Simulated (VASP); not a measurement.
# AlNi (P4/mmm) in VASP: further runs

Runs on AlNi. Level: PBEsol. Tasks: single point.

Everything below comes from runs of VASP 6.6.1. Logs are shortened: lines on timing, memory, paths and dates and some standing lists are left out, and cuts for length are marked.

### 1 The cell of the first run

It takes space group P4/mmm (No. 123, tetragonal). The conventional cell has a = 2.916 Å, b = 2.916 Å, c = 2.869 Å, α = 90.00°, β = 90.00°, γ = 90.00°. Al (site symmetry 4/mmm) has 8 Ni at 2.51 Å and 6 Al at 2.87 to 2.92 Å within 3.3 Å. Ni (site symmetry 4/mmm) has 8 Al at 2.51 Å and 6 Ni at 2.87 to 2.92 Å within 3.3 Å.

### 2 Single point, PBEsol (strain +0.0200 x Voigt [1, 1, 0, 0, 0, 0])

Input file INCAR:

```
PREC     = Accurate       # precision mode
ENCUT    = 520            # plane-wave cutoff, eV
EDIFF    = 1E-6           # SCF threshold, eV
ISMEAR   = 0              # smearing method
SIGMA    = 0.15           # smearing width, eV
LREAL    = False          # projectors in reciprocal space
LASPH    = True           # aspherical terms in the spheres
NELM     = 100            # most SCF steps
ALGO     = Fast           # electronic algorithm
ISIF     = 2              # what is computed and relaxed
LWAVE    = False          # write WAVECAR
LCHARG   = False          # write CHGCAR
GGA      = PS             # functional
NBANDS   = 14             # bands
```

Input file KPOINTS:

```
Automatic mesh
0
Gamma
  20 20 20
```

Input file POSCAR:

```
AlNi
1.0
    2.0617546489     -2.0617767842      0.0000000000
    2.0617546489      2.0617767842      0.0000000000
    0.0000000000      0.0000000000      2.8694088111
Al Ni
1 1
Direct
    0.0000000000      0.0000000000      0.0000000000
    0.5000000000      0.5000000000      0.5000000000
```

Potentials or basis: VASP PAW PBE potentials, release 64 (Al, Ni).

On the command line:

```
$ cat potpaw_PBE.64/Al/POTCAR potpaw_PBE.64/Ni/POTCAR > POTCAR
$ mpirun -np 1 vasp_std > vasp.out
```

OUTCAR:

```text
PREC = Accurate
   ENCUT = 520
   EDIFF = 1E-6
   ISMEAR = 0
   LREAL = False
   LASPH = True
   NELM = 100
   ISIF = 2
   GGA = PS

 ion  position               nearest neighbor table
   1  0.000  0.000  0.000-   2 2.51   2 2.51   2 2.51   2 2.51   2 2.51   2 2.51   2 2.51   2 2.51

   2  0.500  0.500  0.500-   1 2.51   1 2.51   1 2.51   1 2.51   1 2.51   1 2.51   1 2.51   1 2.51

  LATTYP: Found a base centered orthorhombic cell.
 ALAT       =     4.1235092978
 B/A-ratio  =     1.0000107361
 C/A-ratio  =     0.6958657308

  Lattice vectors:

 A1 = (   2.0617546489,  -2.0617767842,   0.0000000000)
 A2 = (   2.0617546489,   2.0617767842,   0.0000000000)
 A3 = (   0.0000000000,   0.0000000000,   2.8694088111)

Analysis of symmetry for initial positions (statically):
=====================================================================
 Subroutine PRICEL returns:
 Original cell was already a primitive cell.

 Routine SETGRP: Setting up the symmetry group for a
 base centered orthorhombic supercell.

 Subroutine GETGRP returns: Found  8 space group operations
 (whereof  8 operations were pure point group operations)
 out of a pool of  8 trial point group operations.

The static configuration has the point symmetry D_2h.

Analysis of symmetry for dynamics (positions and initial velocities):
=====================================================================
 Subroutine PRICEL returns:
 Original cell was already a primitive cell.

 Routine SETGRP: Setting up the symmetry group for a
 base centered orthorhombic supercell.

 Subroutine GETGRP returns: Found  8 space group operations
 (whereof  8 operations were pure point group operations)
 out of a pool of  8 trial point group operations.

The dynamic configuration has the point symmetry D_2h.

 Subroutine INISYM returns: Found  8 space group operations
 (whereof  8 operations are pure point group operations),
 and found     1 'primitive' translations

----------------------------------------------------------------------------------------

                                     Primitive cell

  volume of cell :      24.3950

  direct lattice vectors                    reciprocal lattice vectors
     2.061754649 -2.061776784  0.000000000     0.242511882 -0.242509278  0.000000000
     2.061754649  2.061776784  0.000000000     0.242511882  0.242509278  0.000000000
     0.000000000  0.000000000  2.869408811     0.000000000  0.000000000  0.348503844

  length of vectors
     2.915777039  2.915777039  2.869408811     0.342961751  0.342961751  0.348503844

  position of ions in fractional coordinates (direct lattice)
     0.000000000  0.000000000  0.000000000
     0.500000000  0.500000000  0.500000000

  ion indices of the primitive-cell ions
   primitive index   ion index
                 1           1
                 2           2

----------------------------------------------------------------------------------------

 KPOINTS: Automatic mesh

Automatic generation of k-mesh.
 Grid dimensions read from file:
 generate k-points for:   20   20   20

 Generating k-lattice:

  Cartesian coordinates                     Fractional coordinates (reciprocal lattice)
     0.012125594 -0.012125464  0.000000000     0.050000000  0.000000000  0.000000000
     0.012125594  0.012125464  0.000000000     0.000000000  0.050000000  0.000000000
     0.000000000  0.000000000  0.017425192     0.000000000  0.000000000  0.050000000

  Length of vectors
     0.017148088  0.017148088  0.017425192

  Shift w.r.t. Gamma in fractional coordinates (k-lattice)
     0.000000000  0.000000000  0.000000000

 Subroutine IBZKPT returns following result:
 ===========================================

 Found   1221 irreducible k-points:

 Following reciprocal coordinates:
            Coordinates               Weight
  0.000000  0.000000  0.000000      1.000000
  0.050000 -0.000000  0.000000      4.000000
  0.100000 -0.000000  0.000000      4.000000
  0.150000  0.000000  0.000000      4.000000
  0.200000 -0.000000  0.000000      4.000000
  0.250000 -0.000000  0.000000      4.000000
[... 16 lines left out ...]
 -0.400000  0.050000  0.000000      4.000000
 -0.350000  0.050000  0.000000      4.000000
 [... further k-points ...]
   k-points           NKPTS =   1221   k-points in BZ     NKDIM =   1221   number of bands    NBANDS=     14
   number of dos      NEDOS =    301   number of ions     NIONS =      2
   total plane-waves  NPLWV =  13824
   dimension x,y,z NGX =    24 NGY =   24 NGZ =   24
   dimension x,y,z NGXF=    48 NGYF=   48 NGZF=   48
   ions per type =               1   1
   NGX,Y,Z   is equivalent  to a cutoff of  13.68, 13.68, 13.90 a.u.
   NGXF,Y,Z  is equivalent  to a cutoff of  27.37, 27.37, 27.81 a.u.
 SYSTEM =  unknown system
   PREC   = accura    normal or accurate (medium, high low for compatibility)
   ISTART =      0    job   : 0-new  1-cont  2-samecut
   ICHARG =      2    charge: 1-file 2-atom 10-const
   ISPIN  =      1    spin polarized calculation?
   LNONCOLLINEAR =      F non collinear calculations
   LSORBIT =      F    spin-orbit coupling
   LASPH  =      T    aspherical Exc in radial PAW
   ENCUT  =  520.0 eV  38.22 Ry    6.18 a.u.   5.42  5.42  5.34*2*pi/ulx,y,z
   NELM   =    100;   NELMIN=  2; NELMDL= -5     # of ELM steps
   EDIFF  = 0.1E-05   stopping-criterion for ELM
   LREAL  =      F    real-space projection
   EDIFFG = 0.1E-04   stopping-criterion for IOM
   NSW    =      0    number of steps for IOM
   IBRION =     -1    ionic relax: 0-MD 1-quasi-New 2-CG
   NFREE  =      0    steps in history (QN), initial steepest desc. (CG)
   ISIF   =      2    stress and relaxation
   ISYM   =      2    0-nonsym 1-usesym 2-fastsym
   POTIM  = 0.5000    time-step for ionic-motion
   TEBEG  =    0.0;   TEEND  =   0.0 temperature during run
   PSTRESS=    0.0 pullay stress
   NELECT =      13.0000    total number of electrons
   NUPDOWN=      -1.0000    fix difference up-down
   EMIN   =  10.00;   EMAX   =-10.00  energy-range for DOS
   EFERMI =   0.00;   METHOD = LEGACY
   ISMEAR =     0;   SIGMA  =   0.15  broadening in eV -4-tet -1-fermi 0-gaus
   EFERMI_NEDOS =   21; number of points for ismear=-14 and -15
   IALGO  =     68    algorithm
   IMIX   =      4    mixing-type and parameters
     AMIX     =   0.40;   BMIX     =  1.00
     AMIX_MAG =   1.60;   BMIX_MAG =  1.00
  volume/ion in A,a.u.               =      12.20        82.31
  Fermi-wavevector in a.u.,A,eV,Ry     =   1.327259  2.508155 23.968238  1.761616
  Thomas-Fermi vector in A             =   2.456584
   LORBIT       =      0    0 simple, 1 ext, 2 COOP (PROOUT), +10 PAW based schemes
   GGA     = PS    functional components
   LHFCALC =     F    Hartree Fock is set to
   AEXX    =    0.0000 exact exchange contribution
   IVDW    =     0    specifies the selected vdW correction
   LEPSILON=     F    determine dielectric tensor
   LRPA    =     F    only Hartree local field effects (RPA)
 non-spin polarized calculation
 RMM-DIIS sequential band-by-band and
 Gauss-broadening in eV      SIGMA  =   0.15
  energy-cutoff  :      520.00
  volume of cell :       24.40
 maximum number of plane-waves:       671
 NGX is ok and might be reduce to    24
   NGX = 11   NGY = 11   NGZ = 11

 number of electron      13.0000008 magnetization

 Free energy of the ion-electron system (eV)
  ---------------------------------------------------
  ext. energy  EPLUGINS =         0.00000000
  ---------------------------------------------------
  free energy    TOTEN  =       -11.57136617 eV

  energy without entropy =      -11.56127267  energy(sigma->0) =      -11.56631942

 E-fermi :   9.6372     XC(G=0): -12.0695

 val. band max:        9.6356830950   @ k =  -0.3500   0.0500   0.2500
 cond. band min:       9.6430287876   @ k =   0.3500   0.2000   0.1000
 fundamental gap:      0.0073456926
 Fermi energy:         9.6371975751

 k-point     1 :       0.0000    0.0000    0.0000
  band No.  band energies     occupation
      1      -1.3493      2.00000
      2       6.4903      2.00000
      3       6.5005      2.00000
      4       8.1075      2.00000
      5       8.1518      2.00000
      6       8.1518      2.00000
      7      14.8624      0.00000
      8      14.8625      0.00000
      9      15.4302      0.00000
     10      17.6530      0.00000
     11      17.7705      0.00000
     12      23.0237      0.00000
     13      30.2081      0.00000
     14      30.4318      0.00000

 k-point     2 :       0.0500   -0.0000    0.0000
  band No.  band energies     occupation
      1      -1.3043      2.00000
      2       6.4880      2.00000
      3       6.5091      2.00000
      4       8.0876      2.00000
      5       8.1335      2.00000
      6       8.1538      2.00000
      7      14.3490      0.00000
      8      14.9227      0.00000
      9      15.4887      0.00000
     10      17.7351      0.00000
     11      18.1703      0.00000
     12      23.1711      0.00000
     13      29.4601      0.00000
     14      29.8711      0.00000

 k-point     3 :       0.1000   -0.0000    0.0000
  band No.  band energies     occupation
      1      -1.1697      2.00000
      2       6.4710      2.00000
      3       6.5384      2.00000
      4       8.0308      2.00000
      5       8.0813      2.00000
      6       8.1595      2.00000
      7      13.3291      0.00000
      8      15.1007      0.00000
      9      15.6618      0.00000
     10      17.7482      0.00000
     11      19.0611      0.00000
     12      23.6381      0.00000
     13      28.3197      0.00000
     14      28.7552      0.00000
[... 324 lines left out ...]
 k-point    23 :      -0.4000    0.0500    0.0000
  band No.  band energies     occupation
      1       1.4555      2.00000
      2       4.4135      2.00000
      3       6.9057      2.00000
      4       7.4634      2.00000
      5       7.5660      2.00000
      6       8.2100      2.00000
      7       9.1029      2.00000
      8      17.0790      0.00000
      9      18.5633      0.00000
     10      18.6802      0.00000
     11      21.3032      0.00000
     12      22.1168      0.00000
     13      23.0586      0.00000
     14      25.7040      0.00000

 k-point    24 :      -0.3500    0.0500    0.0000
  band No.  band energies     occupation
      1       0.8319      2.00000
      2       5.1151      2.00000
      3       6.8518      2.00000
      4       7.5277      2.00000
      5       7.6301      2.00000
      6       8.2007      2.00000
      7       9.3320      1.99599
      8      16.5990      0.00000
      9      18.0034      0.00000
     10      18.4340      0.00000
     11      22.1650      0.00000
     12      22.4933      0.00000
     13      23.0947      0.00000
     14      26.2031      0.00000

 [... further k-points ...]
[... 5 lines left out ...]
  --------------------------------------------------------------------------------------
  -------------------------------------------------------------------------------------
  Total       -1.0322717     -1.0326394     -0.8521118     -0.0000000      0.0000000      0.0000000
  in kB      -67.7959189    -67.8200702    -55.9636633     -0.0000000      0.0000000      0.0000000
  external PRESSURE =     -63.8598841 kB  Pullay stress =       0.0000000 kB

 VOLUME and BASIS-vectors are now :
 -----------------------------------------------------------------------------
  energy-cutoff  :      520.00
  volume of cell :       24.40
      direct lattice vectors                 reciprocal lattice vectors
     2.061754649 -2.061776784  0.000000000     0.242511882 -0.242509278  0.000000000
     2.061754649  2.061776784  0.000000000     0.242511882  0.242509278  0.000000000
     0.000000000  0.000000000  2.869408811     0.000000000  0.000000000  0.348503844

 POSITION                                       TOTAL-FORCE (eV/Angst)
 -----------------------------------------------------------------------------------
      0.00000      0.00000      0.00000         0.000000      0.000000      0.000000
      2.06175      0.00000      1.43470        -0.000000     -0.000000      0.000000
 -----------------------------------------------------------------------------------
    total drift:                                0.000000     -0.000000     -0.000000

  FREE ENERGIE OF THE ION-ELECTRON SYSTEM (eV)
  ---------------------------------------------------
  free  energy   TOTEN  =       -11.5713661737 eV

  energy  without entropy=      -11.5612726682  energy(sigma->0) =      -11.56631942
```

Run time: 5 min. Hardware: 1 thread of Intel Xeon Platinum 8488C (Sapphire Rapids), shared host; peak memory 0.51 GiB.

What came out:

```yaml
Free_energy: -11.5714 eV
Pressure: -6.4 GPa
```

Caveat: the cell differs from its parent crystal (strain +0.0200 x Voigt [1, 1, 0, 0, 0, 0]); the PAW data sets were made with another functional, which shifts forces and pressure a little.

### 3 Single point, PBEsol (strain -0.0200 x Voigt [1, 1, 0, 0, 0, 0])

Input file INCAR:

```
PREC = Accurate
ENCUT = 520
EDIFF = 1E-7
ISMEAR = 0
SIGMA = 0.15
LREAL = F
LASPH = T
NELM = 80
ALGO = Fast
ISIF = 2
LWAVE = F
LCHARG = T
GGA = PS
LELF = T
LVHAR = T
NBANDS = 14
```

KPOINTS is that of step 2.

Input file POSCAR:

```
AlNi
1.0
    1.9809015255     -1.9809227926      0.0000000000
    1.9809015255      1.9809227926      0.0000000000
    0.0000000000      0.0000000000      2.8694088111
Al Ni
1 1
Direct
    0.0000000000      0.0000000000      0.0000000000
    0.5000000000      0.5000000000      0.5000000000
```

Potentials or basis: VASP PAW PBE potentials, release 64 (Al, Ni).

On the command line:

```
$ cat potpaw_PBE.64/Al/POTCAR potpaw_PBE.64/Ni/POTCAR > POTCAR
$ mpirun -np 1 vasp_std > vasp.out
```

Wall time 14 min (1 thread of AMD EPYC 7R13, shared host); peak memory 0.46 GiB.

It converged, with:

- Free energy: -11.5660 eV
- Pressure: 7.7 GPa

Stress tensor (GPa, compression positive):
```
8.39 0.00 0.00
0.00 8.39 0.00
0.00 0.00 6.42
```

Levels at points of the mesh, in eV from the Fermi level:
```
           k point  band 4  band 5  band 6  band 7  band 8  band 9  band 10  band 11
(0.00, 0.00, 0.00)   -1.69   -1.69   -1.62    5.17    6.06    6.06     8.22     8.44
(0.50, 0.00, 0.00)   -2.53   -2.38   -1.59   -0.62    8.35    9.77    10.60    11.11
(0.50, 0.50, 0.00)   -2.93   -2.33   -2.33   -1.06    1.73    2.95    12.57    15.27
(0.00, 0.00, 0.50)   -2.38   -2.38   -1.54   -0.81    8.37   10.51    10.51    11.59
(0.50, 0.00, 0.50)   -3.04   -2.23   -2.21   -1.12    1.50    2.72    13.18    15.66
(0.50, 0.50, 0.50)   -1.09   -1.03    1.89    1.95    1.95    4.28     4.66     4.66
```

Caveat: the cell differs from its parent crystal (strain -0.0200 x Voigt [1, 1, 0, 0, 0, 0]); the PAW data sets were made with another functional, which shifts forces and pressure a little. Spin polarisation is off, so any magnetic state and its effect on volume and gap are missing.

(Part 1 of 2 ends here.)
